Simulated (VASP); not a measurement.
# Au (Im-3m) in VASP: notebook

The runs below take Au through single point, relaxation of cell and atoms, with LDA.

Everything below comes from runs of VASP 6.6.1. Logs are shortened: lines on timing, memory, paths and dates and some standing lists are left out, and cuts for length are marked.

## (1) The cell of the first run

The structure is cubic, space group Im-3m (No. 229). Conventional cell: a = 3.146 Å, b = 3.146 Å, c = 3.146 Å, α = 90.00°, β = 90.00°, γ = 90.00°. Au (site symmetry m-3m) has 14 Au at 2.72 to 3.15 Å within 3.6 Å.

This isn't the form of Au at room conditions, which is fcc.

## (2) Single point, LDA

The input, INCAR:

```
ALGO = Normal
EDIFF = 1E-6
ENCUT = 500
GGA_COMPAT = F
ISIF = 2
ISMEAR = -1
LASPH = T
LCHARG = F
LREAL = F
LWAVE = F
NBANDS = 12
NELM = 120
PREC = Accurate
SIGMA = 0.05
```

The input, KPOINTS:

```
k-points
0
Gamma
  20 20 20
```

The input, POSCAR:

```
Au
1.0
   -1.5729722894      1.5729722894      1.5729722894
    1.5729722894     -1.5729722894      1.5729722894
    1.5729722894      1.5729722894     -1.5729722894
Au
1
Direct
    0.0000000000      0.0000000000      0.0000000000
```

Potentials or basis: VASP PAW LDA potentials, release 64 (Au).

On the command line:

```console
$ cat potpaw_LDA.64/Au/POTCAR > POTCAR
$ mpirun -np 1 vasp_std > vasp.out
```

OUTCAR:

```text
EDIFF = 1E-6
   ENCUT = 500
   ISIF = 2
   ISMEAR = -1
   LASPH = T
   LREAL = F
   NELM = 120
   PREC = Accurate

 ion  position               nearest neighbor table
   1  0.000  0.000  0.000-

  LATTYP: Found a body centered cubic cell.
 ALAT       =     3.1459445788

  Lattice vectors:

 A1 = (  -1.5729722894,   1.5729722894,   1.5729722894)
 A2 = (   1.5729722894,  -1.5729722894,   1.5729722894)
 A3 = (   1.5729722894,   1.5729722894,  -1.5729722894)

Analysis of symmetry for initial positions (statically):
=====================================================================
 Subroutine PRICEL returns:
 Original cell was already a primitive cell.

 Routine SETGRP: Setting up the symmetry group for a
 body centered cubic supercell.

 Subroutine GETGRP returns: Found 48 space group operations
 (whereof 48 operations were pure point group operations)
 out of a pool of 48 trial point group operations.

The static configuration has the point symmetry O_h .

Analysis of symmetry for dynamics (positions and initial velocities):
=====================================================================
 Subroutine PRICEL returns:
 Original cell was already a primitive cell.

 Routine SETGRP: Setting up the symmetry group for a
 body centered cubic supercell.

 Subroutine GETGRP returns: Found 48 space group operations
 (whereof 48 operations were pure point group operations)
 out of a pool of 48 trial point group operations.

The dynamic configuration has the point symmetry O_h .

 Subroutine INISYM returns: Found 48 space group operations
 (whereof 48 operations are pure point group operations),
 and found     1 'primitive' translations

----------------------------------------------------------------------------------------

                                     Primitive cell

  volume of cell :      15.5677

  direct lattice vectors                    reciprocal lattice vectors
    -1.572972289  1.572972289  1.572972289     0.000000000  0.317869554  0.317869554
     1.572972289 -1.572972289  1.572972289     0.317869554  0.000000000  0.317869554
     1.572972289  1.572972289 -1.572972289     0.317869554  0.317869554  0.000000000

  length of vectors
     2.724467924  2.724467924  2.724467924     0.449535434  0.449535434  0.449535434

  position of ions in fractional coordinates (direct lattice)
     0.000000000  0.000000000  0.000000000

  ion indices of the primitive-cell ions
   primitive index   ion index
                 1           1

----------------------------------------------------------------------------------------

 KPOINTS: k-points

Automatic generation of k-mesh.
 Grid dimensions read from file:
 generate k-points for:   20   20   20

 Generating k-lattice:

  Cartesian coordinates                     Fractional coordinates (reciprocal lattice)
     0.000000000  0.015893478  0.015893478     0.050000000  0.000000000  0.000000000
     0.015893478  0.000000000  0.015893478     0.000000000  0.050000000  0.000000000
     0.015893478  0.015893478  0.000000000     0.000000000  0.000000000  0.050000000

  Length of vectors
     0.022476772  0.022476772  0.022476772

  Shift w.r.t. Gamma in fractional coordinates (k-lattice)
     0.000000000  0.000000000  0.000000000

 Subroutine IBZKPT returns following result:
 ===========================================

 Found    256 irreducible k-points:

 Following reciprocal coordinates:
            Coordinates               Weight
  0.000000  0.000000  0.000000      1.000000
  0.050000  0.000000  0.000000     12.000000
  0.100000  0.000000  0.000000     12.000000
  0.150000  0.000000  0.000000     12.000000
  0.200000  0.000000  0.000000     12.000000
  0.250000  0.000000  0.000000     12.000000
[... 16 lines left out ...]
  0.200000  0.100000 -0.000000     48.000000
  0.250000  0.100000 -0.000000     48.000000
 [... further k-points ...]
   k-points           NKPTS =    256   k-points in BZ     NKDIM =    256   number of bands    NBANDS=     12
   number of dos      NEDOS =    301   number of ions     NIONS =      1
   total plane-waves  NPLWV =   8000
   dimension x,y,z NGX =    20 NGY =   20 NGZ =   20
   dimension x,y,z NGXF=    40 NGYF=   40 NGZF=   40
   ions per type =               1
   NGX,Y,Z   is equivalent  to a cutoff of  12.20, 12.20, 12.20 a.u.
   NGXF,Y,Z  is equivalent  to a cutoff of  24.41, 24.41, 24.41 a.u.
 SYSTEM =  unknown system
   PREC   = accura    normal or accurate (medium, high low for compatibility)
   ISTART =      0    job   : 0-new  1-cont  2-samecut
   ICHARG =      2    charge: 1-file 2-atom 10-const
   ISPIN  =      1    spin polarized calculation?
   LNONCOLLINEAR =      F non collinear calculations
   LSORBIT =      F    spin-orbit coupling
   LASPH  =      T    aspherical Exc in radial PAW
   ENCUT  =  500.0 eV  36.75 Ry    6.06 a.u.   4.97  4.97  4.97*2*pi/ulx,y,z
   NELM   =    120;   NELMIN=  2; NELMDL= -5     # of ELM steps
   EDIFF  = 0.1E-05   stopping-criterion for ELM
   LREAL  =      F    real-space projection
   EDIFFG = 0.1E-04   stopping-criterion for IOM
   NSW    =      0    number of steps for IOM
   IBRION =     -1    ionic relax: 0-MD 1-quasi-New 2-CG
   NFREE  =      0    steps in history (QN), initial steepest desc. (CG)
   ISIF   =      2    stress and relaxation
   ISYM   =      2    0-nonsym 1-usesym 2-fastsym
   POTIM  = 0.5000    time-step for ionic-motion
   TEBEG  =    0.0;   TEEND  =   0.0 temperature during run
   PSTRESS=    0.0 pullay stress
   NELECT =      11.0000    total number of electrons
   NUPDOWN=      -1.0000    fix difference up-down
   EMIN   =  10.00;   EMAX   =-10.00  energy-range for DOS
   EFERMI =   0.00;   METHOD = LEGACY
   ISMEAR =    -1;   SIGMA  =   0.05  broadening in eV -4-tet -1-fermi 0-gaus
   EFERMI_NEDOS =   21; number of points for ismear=-14 and -15
   IALGO  =     38    algorithm
   IMIX   =      4    mixing-type and parameters
     AMIX     =   0.40;   BMIX     =  1.00
     AMIX_MAG =   1.60;   BMIX_MAG =  1.00
  volume/ion in A,a.u.               =      15.57       105.06
  Fermi-wavevector in a.u.,A,eV,Ry     =   1.458136  2.755477 28.928165  2.126160
  Thomas-Fermi vector in A             =   2.574856
   LORBIT       =      0    0 simple, 1 ext, 2 COOP (PROOUT), +10 PAW based schemes
   GGA     = CA    functional components
   LHFCALC =     F    Hartree Fock is set to
   AEXX    =    0.0000 exact exchange contribution
   IVDW    =     0    specifies the selected vdW correction
   LEPSILON=     F    determine dielectric tensor
   LRPA    =     F    only Hartree local field effects (RPA)
 non-spin polarized calculation
  energy-cutoff  :      500.00
  volume of cell :       15.57
 maximum number of plane-waves:       420
   NGX =  9   NGY =  9   NGZ =  9

 number of electron      10.9999996 magnetization

 Free energy of the ion-electron system (eV)
  ---------------------------------------------------
  ext. energy  EPLUGINS =         0.00000000
  ---------------------------------------------------
  free energy    TOTEN  =        -4.37610190 eV

  energy without entropy =       -4.37442089  energy(sigma->0) =       -4.37526140

 E-fermi :  10.8928     XC(G=0): -13.5153

 val. band max:       10.8470281839   @ k =  -0.3000   0.4500   0.1000
 cond. band min:      10.9333997246   @ k =  -0.4500   0.5000   0.0500
 fundamental gap:      0.0863715407
 Fermi energy:        10.8928288006

 k-point     1 :       0.0000    0.0000    0.0000
  band No.  band energies     occupation
      1      -0.0035      2.00000
      2       5.4627      2.00000
      3       5.4627      2.00000
      4       5.4627      2.00000
      5       7.7341      2.00000
      6       7.7341      2.00000
      7      27.3305      0.00000
      8      27.3305      0.00000
      9      27.3305      0.00000
     10      36.8368      0.00000
     11      36.8368      0.00000
     12      36.8374      0.00000

 k-point     2 :       0.0500    0.0000    0.0000
  band No.  band energies     occupation
      1       0.0974      2.00000
      2       5.4271      2.00000
      3       5.4649      2.00000
      4       5.5386      2.00000
      5       7.6887      2.00000
      6       7.7365      2.00000
      7      27.3714      0.00000
      8      27.3774      0.00000
      9      27.4707      0.00000
     10      35.0818      0.00000
     11      35.4667      0.00000
     12      36.5142      0.00000

 k-point     3 :       0.1000    0.0000    0.0000
  band No.  band energies     occupation
      1       0.3935      2.00000
      2       5.3251      2.00000
      3       5.4680      2.00000
      4       5.7633      2.00000
      5       7.5739      2.00000
      6       7.7446      2.00000
      7      27.4027      0.00000
      8      27.4324      0.00000
      9      27.8827      0.00000
     10      33.5999      0.00000
     11      33.7394      0.00000
     12      35.5881      0.00000
[... 286 lines left out ...]
 k-point    23 :       0.2000    0.1000   -0.0000
  band No.  band energies     occupation
      1       2.3117      2.00000
      2       4.8344      2.00000
      3       5.3038      2.00000
      4       7.2333      2.00000
      5       7.5980      2.00000
      6       7.9322      2.00000
      7      23.7910      0.00000
      8      25.6952      0.00000
      9      28.4924      0.00000
     10      29.9352      0.00000
     11      33.5352      0.00000
     12      34.9013      0.00000

 k-point    24 :       0.2500    0.1000   -0.0000
  band No.  band energies     occupation
      1       2.7718      2.00000
      2       4.6460      2.00000
      3       5.5996      2.00000
      4       7.3008      2.00000
      5       7.9411      2.00000
      6       8.3885      2.00000
      7      21.6138      0.00000
      8      24.8758      0.00000
      9      27.4199      0.00000
     10      30.8728      0.00000
     11      34.3556      0.00000
     12      34.9523      0.00000

 [... further k-points ...]

------------------------ aborting loop because EDIFF is reached ----------------------------------------

  FORCE on cell =-STRESS in cart. coord.  units (eV):
  Direction    XX          YY          ZZ          XY          YZ          ZX
  --------------------------------------------------------------------------------------
  -------------------------------------------------------------------------------------
  Total        1.5218199      1.5218199      1.5218199     -0.0000000     -0.0000000      0.0000000
  in kB      156.6212312    156.6212312    156.6212312     -0.0000000     -0.0000000      0.0000000
  external PRESSURE =     156.6212312 kB  Pullay stress =       0.0000000 kB

 VOLUME and BASIS-vectors are now :
 -----------------------------------------------------------------------------
  energy-cutoff  :      500.00
  volume of cell :       15.57
      direct lattice vectors                 reciprocal lattice vectors
    -1.572972289  1.572972289  1.572972289     0.000000000  0.317869554  0.317869554
     1.572972289 -1.572972289  1.572972289     0.317869554  0.000000000  0.317869554
     1.572972289  1.572972289 -1.572972289     0.317869554  0.317869554  0.000000000

 POSITION                                       TOTAL-FORCE (eV/Angst)
 -----------------------------------------------------------------------------------
      0.00000      0.00000      0.00000         0.000000     -0.000000     -0.000000
 -----------------------------------------------------------------------------------
    total drift:                                0.000000      0.000000      0.000000

  FREE ENERGIE OF THE ION-ELECTRON SYSTEM (eV)
  ---------------------------------------------------
  free  energy   TOTEN  =        -4.3761018956 eV

  energy  without entropy=       -4.3744208947  energy(sigma->0) =       -4.37526140
```

Run time: 12 s. Hardware: 1 thread of Intel Xeon 6975P-C (Granite Rapids), shared host; peak memory 0.15 GiB.

Results:

* Free energy: -4.3761 eV
* Pressure: 15.7 GPa
* Band gap on the k mesh: zero (an odd number of electrons rules out a gap without spin polarisation)

Levels at points of the mesh, in eV from the Fermi level:
```tsv
k point	band 2	band 3	band 4	band 5	band 6	band 7	band 8	band 9	band 10	band 11
(0.00, 0.00, 0.00)	-5.43	-5.43	-5.43	-3.16	-3.16	16.44	16.44	16.44	25.94	25.94
(0.50, 0.00, 0.00)	-6.71	-3.32	-2.90	-1.32	-1.08	4.15	12.35	14.49	23.33	23.33
(0.50, 0.50, 0.50)	-7.74	-1.78	-1.78	-1.78	6.34	6.34	6.34	10.86	17.17	17.17
```

Caveat: the cell stands under pressure; spin-orbit coupling is left out, which moves the levels of the heavy elements.

[end of part 1 of 3]
